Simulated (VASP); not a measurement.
Input of a VASP 6.6.1 run:

The input POSCAR:

```
SrCl2
1.0
    0.0000000000      3.4976509413      3.4976509413
    3.4035641309      0.0000000000      3.4976509413
    3.4035641309      3.4976509413      0.0000000000
Sr Cl
1 2
Direct
    0.0000000000      0.0000000000      0.0000000000
    0.2500000000      0.2500000000      0.2500000000
    0.7500000000      0.7500000000      0.7500000000
```

The input INCAR.step1:

```
  PREC = Accurate
  ENCUT = 520
  EDIFF = 1E-5
  ISMEAR = 0
  SIGMA = 0.01
  LREAL = False
  LASPH = True
  NELM = 100
  ALGO = Normal
  ISIF = 2
  LWAVE = True
  LCHARG = False
  NBANDS = 19
  GGA = PE
```

File INCAR.step2:

```
  PREC = Accurate
  ENCUT = 520
  EDIFF = 1E-6
  ISMEAR = 0
  SIGMA = 0.01
  LREAL = False
  LASPH = True
  NELM = 100
  ALGO = Normal
  ISIF = 2
  LWAVE = False
  LCHARG = False
  GGA = PE
  LHFCALC = True
  HFSCREEN = 0.2079
  PRECFOCK = Normal
  NBANDS = 19
  ISTART = 1
```

Contents of KPOINTS:

```
regular mesh
0
Gamma
  4 4 4
```

Potentials or basis: VASP PAW PBE potentials, release 64 (Sr_sv, Cl).

The run is started by

```sh
$ cat potpaw_PBE.64/Sr_sv/POTCAR potpaw_PBE.64/Cl/POTCAR > POTCAR
$ cp INCAR.step1 INCAR
$ mpirun -np 1 vasp_std > vasp.out
$ cp INCAR.step2 INCAR
$ mpirun -np 1 vasp_std > vasp.out
```

Q: What does it give for the pressure?

A: 1.3 GPa.

Q: Predict the band gap on the k mesh.

A: 6.55 eV (least direct gap 6.68 eV).

Stress tensor (GPa, compression positive):
```
2.34 0.00 0.00
0.00 0.83 0.00
0.00 0.00 0.83
```

Caveat: the cell differs from its parent crystal (uniaxial x strain -2.7%); the PAW data sets were made with another functional, which shifts forces and pressure a little. A k mesh can miss the band edges.
